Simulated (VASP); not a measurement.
# BeRh3 (Pm-3m) in VASP: further runs, part 2 of 2

VASP 6.6.1. The steps go on from the part before.

### Step 3. Relaxation of cell and atoms, PBE

This run uses another cell than the first one, of 11.26 Å³/atom, 0.867 times its volume.

INCAR reads:

```
PREC = Accurate
ENCUT = 600
EDIFF = 1E-6
ISMEAR = 0
SIGMA = 0.1
LREAL = F
LASPH = T
NELM = 100
ALGO = Fast
ISIF = 3
LWAVE = F
LCHARG = F
GGA = PE
IBRION = 2
NSW = 90
EDIFFG = -0.04
```

KPOINTS reads:

```
regular mesh
0
Gamma
  6 6 6
```

POSCAR reads:

```
BeRh3
1.0
    3.5578591654      0.0000000000      0.0000000000
    0.0000000000      3.5578591654      0.0000000000
    0.0000000000      0.0000000000      3.5578591654
Be Rh
1 3
Direct
    0.0000000000      0.0000000000      0.0000000000
    0.0000000000      0.5000000000      0.5000000000
    0.5000000000      0.0000000000      0.5000000000
    0.5000000000      0.5000000000      0.0000000000
```

Potentials or basis: VASP PAW PBE potentials, release 64 (Be, Rh_pv).

Command:

```console
> cat potpaw_PBE.64/Be/POTCAR potpaw_PBE.64/Rh_pv/POTCAR > POTCAR
> mpirun -np 1 vasp_std > vasp.out
```

OUTCAR:

```text
PREC = Accurate
   ENCUT = 600
   EDIFF = 1E-6
   ISMEAR = 0
   LREAL = F
   LASPH = T
   NELM = 100
   ISIF = 3
   GGA = PE
   IBRION = 2
   NSW = 90
   EDIFFG = -0.04

 ion  position               nearest neighbor table
   1  0.000  0.000  0.000-   2 2.52   3 2.52   4 2.52   2 2.52   3 2.52   2 2.52   4 2.52   2 2.52
                             3 2.52   4 2.52   3 2.52   4 2.52
   2  0.000  0.500  0.500-   1 2.52   3 2.52   4 2.52   1 2.52   4 2.52   1 2.52   3 2.52   1 2.52
                             3 2.52   4 2.52   4 2.52   3 2.52
   3  0.500  0.000  0.500-   1 2.52   2 2.52   4 2.52   1 2.52   4 2.52   2 2.52   4 2.52   4 2.52
                             1 2.52   2 2.52   1 2.52   2 2.52
   4  0.500  0.500  0.000-   1 2.52   2 2.52   3 2.52   2 2.52   3 2.52   1 2.52   3 2.52   3 2.52
                             1 2.52   2 2.52   2 2.52   1 2.52

  LATTYP: Found a simple cubic cell.
 ALAT       =     3.5578591654

  Lattice vectors:

 A1 = (   3.5578591654,   0.0000000000,   0.0000000000)
 A2 = (   0.0000000000,   3.5578591654,   0.0000000000)
 A3 = (   0.0000000000,   0.0000000000,   3.5578591654)

Analysis of symmetry for initial positions (statically):
=====================================================================
 Subroutine PRICEL returns:
 Original cell was already a primitive cell.

 Routine SETGRP: Setting up the symmetry group for a
 simple cubic supercell.

 Subroutine GETGRP returns: Found 48 space group operations
 (whereof 48 operations were pure point group operations)
 out of a pool of 48 trial point group operations.

The static configuration has the point symmetry O_h .

Analysis of symmetry for dynamics (positions and initial velocities):
=====================================================================
 Subroutine PRICEL returns:
 Original cell was already a primitive cell.

 Routine SETGRP: Setting up the symmetry group for a
 simple cubic supercell.

 Subroutine GETGRP returns: Found 48 space group operations
 (whereof 48 operations were pure point group operations)
 out of a pool of 48 trial point group operations.

The dynamic configuration has the point symmetry O_h .

 Subroutine INISYM returns: Found 48 space group operations
 (whereof 48 operations are pure point group operations),
 and found     1 'primitive' translations

----------------------------------------------------------------------------------------

                                     Primitive cell

  volume of cell :      45.0367

  direct lattice vectors                    reciprocal lattice vectors
     3.557859165  0.000000000  0.000000000     0.281067899  0.000000000  0.000000000
     0.000000000  3.557859165  0.000000000     0.000000000  0.281067899  0.000000000
     0.000000000  0.000000000  3.557859165     0.000000000  0.000000000  0.281067899

  length of vectors
     3.557859165  3.557859165  3.557859165     0.281067899  0.281067899  0.281067899

  position of ions in fractional coordinates (direct lattice)
     0.000000000  0.000000000  0.000000000
     0.000000000  0.500000000  0.500000000
     0.500000000  0.000000000  0.500000000
     0.500000000  0.500000000  0.000000000

  ion indices of the primitive-cell ions
   primitive index   ion index
                 1           1
                 2           2
                 3           3
[... 34 lines left out ...]
  0.166667  0.166667  0.000000     12.000000
  0.333333  0.166667  0.000000     24.000000
[... 12 lines left out ...]
  0.500000  0.500000  0.333333      6.000000
  0.500000  0.500000  0.500000      1.000000
   k-points           NKPTS =     20   k-points in BZ     NKDIM =     20   number of bands    NBANDS=     28
   number of dos      NEDOS =    301   number of ions     NIONS =      4
   total plane-waves  NPLWV =  21952
   dimension x,y,z NGX =    28 NGY =   28 NGZ =   28
   dimension x,y,z NGXF=    56 NGYF=   56 NGZF=   56
   ions per type =               1   3
   NGX,Y,Z   is equivalent  to a cutoff of  13.08, 13.08, 13.08 a.u.
   NGXF,Y,Z  is equivalent  to a cutoff of  26.17, 26.17, 26.17 a.u.
 SYSTEM =  unknown system
   PREC   = accura    normal or accurate (medium, high low for compatibility)
   ISTART =      0    job   : 0-new  1-cont  2-samecut
   ICHARG =      2    charge: 1-file 2-atom 10-const
   ISPIN  =      1    spin polarized calculation?
   LNONCOLLINEAR =      F non collinear calculations
   LSORBIT =      F    spin-orbit coupling
   LASPH  =      T    aspherical Exc in radial PAW
   ENCUT  =  600.0 eV  44.10 Ry    6.64 a.u.   7.11  7.11  7.11*2*pi/ulx,y,z
   NELM   =    100;   NELMIN=  2; NELMDL= -5     # of ELM steps
   EDIFF  = 0.1E-05   stopping-criterion for ELM
   LREAL  =      F    real-space projection
   EDIFFG = -.4E-01   stopping-criterion for IOM
   NSW    =     90    number of steps for IOM
   IBRION =      2    ionic relax: 0-MD 1-quasi-New 2-CG
   NFREE  =      1    steps in history (QN), initial steepest desc. (CG)
   ISIF   =      3    stress and relaxation
   ISYM   =      2    0-nonsym 1-usesym 2-fastsym
   POTIM  = 0.5000    time-step for ionic-motion
   TEBEG  =    0.0;   TEEND  =   0.0 temperature during run
   PSTRESS=    0.0 pullay stress
   NELECT =      47.0000    total number of electrons
   NUPDOWN=      -1.0000    fix difference up-down
   EMIN   =  10.00;   EMAX   =-10.00  energy-range for DOS
   EFERMI =   0.00;   METHOD = LEGACY
   ISMEAR =     0;   SIGMA  =   0.10  broadening in eV -4-tet -1-fermi 0-gaus
   EFERMI_NEDOS =   21; number of points for ismear=-14 and -15
   IALGO  =     68    algorithm
   IMIX   =      4    mixing-type and parameters
     AMIX     =   0.40;   BMIX     =  1.00
     AMIX_MAG =   1.60;   BMIX_MAG =  1.00
  volume/ion in A,a.u.               =      11.26        75.98
  Fermi-wavevector in a.u.,A,eV,Ry     =   1.660550  3.137985 37.517075  2.757427
  Thomas-Fermi vector in A             =   2.747767
   LORBIT       =      0    0 simple, 1 ext, 2 COOP (PROOUT), +10 PAW based schemes
   GGA     = PE    functional components
   LHFCALC =     F    Hartree Fock is set to
   AEXX    =    0.0000 exact exchange contribution
   IVDW    =     0    specifies the selected vdW correction
   LEPSILON=     F    determine dielectric tensor
   LRPA    =     F    only Hartree local field effects (RPA)
 conjugate gradient relaxation of ions
 non-spin polarized calculation
 RMM-DIIS sequential band-by-band and
 Gauss-broadening in eV      SIGMA  =   0.10
  energy-cutoff  :      600.00
  volume of cell :       45.04
 maximum number of plane-waves:      1518
   NGX = 15   NGY = 15   NGZ = 15

--------------------------------------- Ionic step        1  -------------------------------------------

 number of electron      47.0000006 magnetization

 Free energy of the ion-electron system (eV)
  ---------------------------------------------------
  ext. energy  EPLUGINS =         0.00000000
  ---------------------------------------------------
  free energy    TOTEN  =       -25.05473808 eV

  energy without entropy =      -25.03279994  energy(sigma->0) =      -25.04376901

------------------------ aborting loop because EDIFF is reached ----------------------------------------

  FORCE on cell =-STRESS in cart. coord.  units (eV):
  Direction    XX          YY          ZZ          XY          YZ          ZX
  --------------------------------------------------------------------------------------
  -------------------------------------------------------------------------------------
  Total       12.4315627     12.4315627     12.4315627      0.0000000     -0.0000000      0.0000000
  in kB      442.2522470    442.2522470    442.2522470      0.0000000     -0.0000000      0.0000000
  external PRESSURE =     442.2522470 kB  Pullay stress =       0.0000000 kB
[... 63 lines left out ...]
--------------------------------------- Ionic step        3  -------------------------------------------

 number of electron      46.9999991 magnetization

 E-fermi :   9.9689     XC(G=0): -13.0387

 val. band max:        9.9658574996   @ k =   0.1667   0.1667   0.1667
 cond. band min:       9.9876757415   @ k =   0.5000   0.1667   0.1667
 fundamental gap:      0.0218182419
 Fermi energy:         9.9688649203

 k-point     1 :       0.0000    0.0000    0.0000
  band No.  band energies     occupation
      1     -36.6151      2.00000
      2     -36.6151      2.00000
      3     -36.6151      2.00000
      4     -36.2075      2.00000
      5     -36.2075      2.00000
      6     -36.2075      2.00000
[... 684 lines left out ...]
--------------------------------------- Ionic step        5  -------------------------------------------

 number of electron      46.9999972 magnetization

 Free energy of the ion-electron system (eV)
  ---------------------------------------------------
  ext. energy  EPLUGINS =         0.00000000
  ---------------------------------------------------
  free energy    TOTEN  =       -25.88130565 eV

  energy without entropy =      -25.85574009  energy(sigma->0) =      -25.86852287

 E-fermi :  10.1696     XC(G=0): -13.1131

 val. band max:       10.1665746808   @ k =   0.1667   0.1667   0.1667
 cond. band min:      10.1888595591   @ k =   0.5000   0.1667   0.1667
 fundamental gap:      0.0222848782
 Fermi energy:        10.1696025968

 k-point     1 :       0.0000    0.0000    0.0000
  band No.  band energies     occupation
      1     -36.4580      2.00000
      2     -36.4580      2.00000
      3     -36.4580      2.00000
      4     -36.0335      2.00000
      5     -36.0335      2.00000
      6     -36.0335      2.00000
[... 640 lines left out ...]
  FREE ENERGIE OF THE ION-ELECTRON SYSTEM (eV)
  ---------------------------------------------------
  free  energy   TOTEN  =       -25.8813056508 eV

  energy  without entropy=      -25.8557400879  energy(sigma->0) =      -25.86852287

 reached required accuracy - stopping structural energy minimisation
```

Run time: 1.9 min. Hardware: 1 thread of Intel Xeon Platinum 8259CL at 2.50GHz (Skylake/Cascade Lake), shared host; peak memory 0.17 GiB.

What came out:

| Quantity | Value |
| --- | --- |
| Free energy | -25.8813 eV |
| Relaxed volume | 12.97 Å³/atom |
| Relaxed cell | a = 3.729 Å, b = 3.729 Å, c = 3.729 Å, α = 90.00°, β = 90.00°, γ = 90.00° |
| Space group after relaxing (to 0.05 Å) | Pm-3m (No. 221) |
| Energy gained by relaxing | 206.6 meV/atom |
| Ionic steps | 5 |
| Pressure after relaxing | 0.2 GPa |

The path:
```csv
step,energy change (eV),largest force (eV/Å),pressure (GPa),volume (Å³)
1,0.0000,0.0000,44.23,45.04
2,1.2963,0.0000,-30.85,68.48
3,-0.8212,0.0000,-2.71,52.54
4,-0.8264,0.0000,-0.53,52.01
5,-0.8266,0.0000,0.15,51.87
```

Final structure:
```
Be Rh
1.0
     3.72937    0.00000    0.00000
     0.00000    3.72937    0.00000
     0.00000    0.00000    3.72937
Be Rh
1 3
Direct
  0.00000 0.00000 0.00000
  0.00000 0.50000 0.50000
  0.50000 0.00000 0.50000
  0.50000 0.50000 0.00000
```

Caveat: the volume moved by over 15 % at a fixed basis, so the end points are rough.
